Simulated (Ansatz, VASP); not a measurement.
## AlAs: VASP beside Ansatz

```
Al As
1.0
     0.00000    2.83723    2.83723
     2.83723    0.00000    2.83723
     2.83723    2.83723    0.00000
Al As
1 1
Cartesian
  0.0000 0.0000 0.0000
  1.4186 1.4186 1.4186
```

Alike in both runs: functional PBEsol; k mesh 8 × 8 × 8; occupations gaussian, width 0.02 eV; no spin polarisation.

Ansatz relaxed the structure, and its values are those at the end. VASP's run is a single point on that final structure, the one shown.

```csv
,VASP,Ansatz
version,VASP 6.6.1,Ansatz 0.2.0
potentials or method,"VASP PAW PBE potentials, release 64 (Al, As), cutoff 500 eV","scalar-relativistic, plane waves, PAW"
valence electrons in the cell,8,18
```

```tsv
	VASP	Ansatz	Ansatz less VASP
gap on the k mesh at the Fermi level (eV)	1.33	1.34	+0.012
least direct gap on the mesh (eV)	1.92	1.91	-0.014
pressure (GPa)	0.3	0.0	-0.28
```

VASP's potentials were made for PBE, not for PBEsol, and Ansatz warns of the same on its side. VASP's potentials hold 8 valence electrons a cell and Ansatz's 18, so a difference there can come from the potentials and not from the codes.
